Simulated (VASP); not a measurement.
Wanted: the native input for a VASP 6.6.1 run.

```
Task                   : single point
Functional             : r2SCAN
Potentials or basis    : VASP PAW PBE potentials, release 64 (Fe)
Cutoff                 : 520 eV
k mesh                 : 9 × 9 × 9
Occupations            : fermi-dirac, width 0.05 eV
Spin                   : collinear spin, ferromagnetic start
Starting moments       : [2.804] μB
Dipole correction      : no
Further INCAR settings : ALGO = Normal; EDIFF = 1e-07; NBANDS = 14
```

Fe:

```
Fe
1.0
    -1.43455    1.43455    1.43455
     1.43455   -1.43455    1.43455
     1.43455    1.43455   -1.43455
Fe
1
Cartesian
  0.0000 0.0000 0.0000
```

The input as run:

POSCAR

```
Fe
1.0
   -1.4345540696      1.4345540696      1.4345540696
    1.4345540696     -1.4345540696      1.4345540696
    1.4345540696      1.4345540696     -1.4345540696
Fe
1
Direct
    0.0000000000      0.0000000000      0.0000000000
```

INCAR.step1

```
  PREC = Accurate
  ENCUT = 520
  ISMEAR = -1
  SIGMA = 0.05
  LREAL = False
  LASPH = True
  NELM = 150
  ISPIN = 2
  MAGMOM = 2.804
  LMAXMIX = 4
  NBANDS = 14
  GGA = PE
  ALGO = Normal
  EDIFF = 1E-4
  LWAVE = True
  LCHARG = False
```

INCAR.step2

```
  PREC = Accurate
  ENCUT = 520
  EDIFF = 1E-7
  ISMEAR = -1
  SIGMA = 0.05
  LREAL = False
  LASPH = True
  NELM = 150
  ALGO = Normal
  ISIF = 2
  LWAVE = False
  LCHARG = True
  ISPIN = 2
  MAGMOM = 2.804
  LORBIT = 11
  LMAXMIX = 4
  METAGGA = R2SCAN
  LMIXTAU = True
  LELF = True
  LVHAR = True
  NBANDS = 14
  ISTART = 1
```

KPOINTS

```
Automatic mesh
0
Gamma
  9 9 9
```

Potentials or basis: VASP PAW PBE potentials, release 64 (Fe).

Command:

```bash
$ cat potpaw_PBE.64/Fe/POTCAR > POTCAR
$ cp INCAR.step1 INCAR
$ mpirun -np 1 vasp_std > vasp.out
$ cp INCAR.step2 INCAR
$ mpirun -np 1 vasp_std > vasp.out
```

It gave:

```yaml
Pressure: -3.3 GPa
Net_moment: 2.57 μB per cell
Site_moments: Fe +2.64 μB
Valence_electrons_inside_the_program's_atomic_spheres: Fe 7.19
```

Caveat: the PAW data sets were made with another functional, which shifts forces and pressure a little.

Wall time 31 s on 1 thread of Intel(R) Xeon(R) 6975P-C (Granite Rapids) (shared host), peak memory 0.13 GiB.
